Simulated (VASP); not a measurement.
# ZrB2 (P6/mmm) in VASP: notebook, part 2 of 2

VASP 6.6.1. The steps go on from the part before.

### 3 Electric field gradients, LDA (volume scaled by 0.98)

File INCAR:

```
PREC     = Accurate       # precision mode
ENCUT    = 520            # plane-wave cutoff, eV
EDIFF    = 1E-8           # SCF threshold, eV
ISMEAR   = -1             # smearing method
SIGMA    = 0.05           # smearing width, eV
LREAL    = False          # projectors in reciprocal space
LASPH    = True           # aspherical terms in the spheres
NELM     = 60             # most SCF steps
ALGO     = Normal         # electronic algorithm
ISIF     = 2              # what is computed and relaxed
LWAVE    = False          # write WAVECAR
LCHARG   = False          # write CHGCAR
LEFG     = True         
NBANDS   = 16             # bands
```

File KPOINTS:

```
Automatic mesh
0
Gamma
  12 12 9
```

File POSCAR:

```
ZrB2
1.0
    3.1437575759      0.0000000000      0.0000000000
   -1.5718787880      2.7225739241      0.0000000000
    0.0000000000      0.0000000000      3.4963751271
Zr B
1 2
Direct
    0.0000000000      0.0000000000      0.0000000000
    0.3333333333      0.6666666667      0.5000000000
    0.6666666667      0.3333333333      0.5000000000
```

Potentials or basis: VASP PAW LDA potentials, release 64 (Zr_sv, B).

The run is started by

```sh
> cat potpaw_LDA.64/Zr_sv/POTCAR potpaw_LDA.64/B/POTCAR > POTCAR
> mpirun -np 1 vasp_std > vasp.out
```

OUTCAR:

```text
PREC = Accurate
   ENCUT = 520
   EDIFF = 1E-8
   ISMEAR = -1
   LREAL = False
   LASPH = True
   NELM = 60
   ISIF = 2

 ion  position               nearest neighbor table
   1  0.000  0.000  0.000-   2 2.52   3 2.52   2 2.52   3 2.52   3 2.52   3 2.52   2 2.52   2 2.52
                             3 2.52   3 2.52   2 2.52   2 2.52
   2  0.333  0.667  0.500-   3 1.82   3 1.82   3 1.82   1 2.52   1 2.52   1 2.52   1 2.52   1 2.52
                             1 2.52
   3  0.667  0.333  0.500-   2 1.82   2 1.82   2 1.82   1 2.52   1 2.52   1 2.52   1 2.52   1 2.52
                             1 2.52

  LATTYP: Found a hexagonal cell.
 ALAT       =     3.1437575759
 C/A-ratio  =     1.1121643583

  Lattice vectors:

 A1 = (   3.1437575759,   0.0000000000,   0.0000000000)
 A2 = (  -1.5718787880,   2.7225739241,   0.0000000000)
 A3 = (   0.0000000000,   0.0000000000,   3.4963751271)

Analysis of symmetry for initial positions (statically):
=====================================================================
 Subroutine PRICEL returns:
 Original cell was already a primitive cell.

 Routine SETGRP: Setting up the symmetry group for a
 hexagonal supercell.

 Subroutine GETGRP returns: Found 24 space group operations
 (whereof 24 operations were pure point group operations)
 out of a pool of 24 trial point group operations.

The static configuration has the point symmetry D_6h.

Analysis of symmetry for dynamics (positions and initial velocities):
=====================================================================
 Subroutine PRICEL returns:
 Original cell was already a primitive cell.

 Routine SETGRP: Setting up the symmetry group for a
 hexagonal supercell.

 Subroutine GETGRP returns: Found 24 space group operations
 (whereof 24 operations were pure point group operations)
 out of a pool of 24 trial point group operations.

The dynamic configuration has the point symmetry D_6h.

 Subroutine INISYM returns: Found 24 space group operations
 (whereof 24 operations are pure point group operations),
 and found     1 'primitive' translations

----------------------------------------------------------------------------------------

                                     Primitive cell

  volume of cell :      29.9259

  direct lattice vectors                    reciprocal lattice vectors
     3.143757576  0.000000000  0.000000000     0.318090685  0.183649742  0.000000000
    -1.571878788  2.722573924  0.000000000     0.000000000  0.367299485  0.000000000
     0.000000000  0.000000000  3.496375127     0.000000000  0.000000000  0.286010500

  length of vectors
     3.143757576  3.143757576  3.496375127     0.367299485  0.367299485  0.286010500

  position of ions in fractional coordinates (direct lattice)
     0.000000000  0.000000000  0.000000000
     0.333333333  0.666666667  0.500000000
     0.666666667  0.333333333  0.500000000

  ion indices of the primitive-cell ions
   primitive index   ion index
                 1           1
[... 86 lines left out ...]
   NUPDOWN=      -1.0000    fix difference up-down
   EMIN   =  10.00;   EMAX   =-10.00  energy-range for DOS
   EFERMI =   0.00;   METHOD = LEGACY
   ISMEAR =    -1;   SIGMA  =   0.05  broadening in eV -4-tet -1-fermi 0-gaus
   EFERMI_NEDOS =   21; number of points for ismear=-14 and -15
   IALGO  =     38    algorithm
   IMIX   =      4    mixing-type and parameters
     AMIX     =   0.40;   BMIX     =  1.00
     AMIX_MAG =   1.60;   BMIX_MAG =  1.00
  volume/ion in A,a.u.               =       9.98        67.32
  Fermi-wavevector in a.u.,A,eV,Ry     =   1.381922  2.611453 25.983147  1.909707
  Thomas-Fermi vector in A             =   2.506661
   LORBIT       =      0    0 simple, 1 ext, 2 COOP (PROOUT), +10 PAW based schemes
   GGA     = CA    functional components
   LHFCALC =     F    Hartree Fock is set to
   AEXX    =    0.0000 exact exchange contribution
   IVDW    =     0    specifies the selected vdW correction
   LEPSILON=     F    determine dielectric tensor
   LRPA    =     F    only Hartree local field effects (RPA)
 non-spin polarized calculation
  energy-cutoff  :      520.00
  volume of cell :       29.93
 maximum number of plane-waves:       824
 NGX is ok and might be reduce to    24
   NGX = 11   NGY = 11   NGZ = 13

 number of electron      18.0000000 magnetization

 Free energy of the ion-electron system (eV)
  ---------------------------------------------------
  ext. energy  EPLUGINS =         0.00000000
  ---------------------------------------------------
  free energy    TOTEN  =       -27.48456869 eV

  energy without entropy =      -27.48265811  energy(sigma->0) =      -27.48361340

 E-fermi :  10.8384     XC(G=0): -12.7128

 val. band max:       10.8372044901   @ k =   0.1667   0.1667   0.1111
 cond. band min:      10.9062719221   @ k =   0.1667   0.1667   0.2222
 fundamental gap:      0.0690674320
 Fermi energy:        10.8383603949

 k-point     1 :       0.0000    0.0000    0.0000
  band No.  band energies     occupation
      1     -37.4917      2.00000
      2     -15.8510      2.00000
      3     -15.2467      2.00000
      4     -15.2467      2.00000
      5      -1.9137      2.00000
      6       8.0744      2.00000
[... 433 lines left out ...]
      3     -15.7482      2.00000
      4     -15.4202      2.00000
      5       0.1712      2.00000
      6       4.3255      2.00000
[... 8 lines left out ...]
     15      18.6686      0.00000
     16      21.6667      0.00000

 [... further k-points ...]

------------------------ aborting loop because EDIFF is reached ----------------------------------------

  FORCE on cell =-STRESS in cart. coord.  units (eV):
  Direction    XX          YY          ZZ          XY          YZ          ZX
  --------------------------------------------------------------------------------------
  -------------------------------------------------------------------------------------
  Total       -0.4112179     -0.4112179     -0.2379497      0.0000000     -0.0000000      0.0000000
  in kB      -22.0158670    -22.0158670    -12.7393996      0.0000000     -0.0000000      0.0000000
  external PRESSURE =     -18.9237112 kB  Pullay stress =       0.0000000 kB

 VOLUME and BASIS-vectors are now :
 -----------------------------------------------------------------------------
  energy-cutoff  :      520.00
  volume of cell :       29.93
      direct lattice vectors                 reciprocal lattice vectors
     3.143757576  0.000000000  0.000000000     0.318090685  0.183649742  0.000000000
    -1.571878788  2.722573924  0.000000000     0.000000000  0.367299485  0.000000000
     0.000000000  0.000000000  3.496375127     0.000000000  0.000000000  0.286010500

 POSITION                                       TOTAL-FORCE (eV/Angst)
 -----------------------------------------------------------------------------------
      0.00000      0.00000      0.00000        -0.000000     -0.000000      0.000000
     -0.00000      1.81505      1.74819        -0.000000      0.000000      0.000000
      1.57188      0.90752      1.74819         0.000000     -0.000000      0.000000
 -----------------------------------------------------------------------------------
    total drift:                               -0.000000      0.000000      0.000000

  FREE ENERGIE OF THE ION-ELECTRON SYSTEM (eV)
  ---------------------------------------------------
  free  energy   TOTEN  =       -27.4845686854 eV

  energy  without entropy=      -27.4826581146  energy(sigma->0) =      -27.48361340

 Electric field gradients (V/A^2)
---------------------------------------------------------------------
 ion       V_xx      V_yy      V_zz      V_xy      V_xz      V_yz
---------------------------------------------------------------------
   1     -22.584   -22.584    45.167    -0.000     0.000    -0.000
   2      -0.880    -0.880     1.759    -0.000     0.000     0.000
   3      -0.880    -0.880     1.759    -0.000     0.000     0.000
---------------------------------------------------------------------

 Electric field gradients after diagonalization (V/A^2)
 (convention: |V_zz| > |V_xx| > |V_yy|)
----------------------------------------------------------------------
 ion       V_xx      V_yy      V_zz     asymmetry (V_yy - V_xx)/ V_zz
----------------------------------------------------------------------
   1     -22.584   -22.584    45.167       0.000
   2      -0.880    -0.880     1.759       0.000
   3      -0.880    -0.880     1.759       0.000
----------------------------------------------------------------------

           NMR quadrupolar parameters

 Cq : quadrupolar parameter    Cq=e*Q*V_zz/h
 eta: asymmetry parameters     (V_yy - V_xx)/ V_zz
 Q  : nuclear electric quadrupole moment in mb (millibarn)
----------------------------------------------------------------------
 ion       Cq(MHz)       eta       Q (mb)
----------------------------------------------------------------------
   1       0.109       0.000       1.000
   2       0.004       0.000       1.000
   3       0.004       0.000       1.000
----------------------------------------------------------------------
```

Wall time 30 s (1 thread of Intel Xeon Platinum 8259CL at 2.50GHz (Skylake/Cascade Lake), shared host); peak memory 0.16 GiB.

What came out:

```
Free energy            : -27.4846 eV
Pressure               : -1.9 GPa
Band gap on the k mesh : zero (band 9 reaches 11.52 eV, above the bottom of band 10 at 10.23 eV)
```

Levels at points of the mesh, in eV from the Fermi level:
| k point | band 6 | band 7 | band 8 | band 9 | band 10 | band 11 | band 12 | band 13 |
| --- | --- | --- | --- | --- | --- | --- | --- | --- |
| (0.00, 0.00, 0.00) | -2.76 | -2.76 | -2.72 | -2.33 | 3.42 | 3.42 | 4.23 | 4.23 |
| (0.50, 0.00, 0.00) | -8.41 | -4.04 | -3.13 | -2.83 | 2.24 | 2.29 | 5.00 | 5.11 |

Electric field gradients, principal values (V/Å²):
```csv
atom,least,middle,greatest (by size)
1 Zr,-22.584,-22.584,45.167
2 B,-0.880,-0.880,1.759
3 B,-0.880,-0.880,1.759
```

Caveat: without QUAD_EFG the Cq values of the log hold for a quadrupole moment of 1 mb, not for the nuclei.
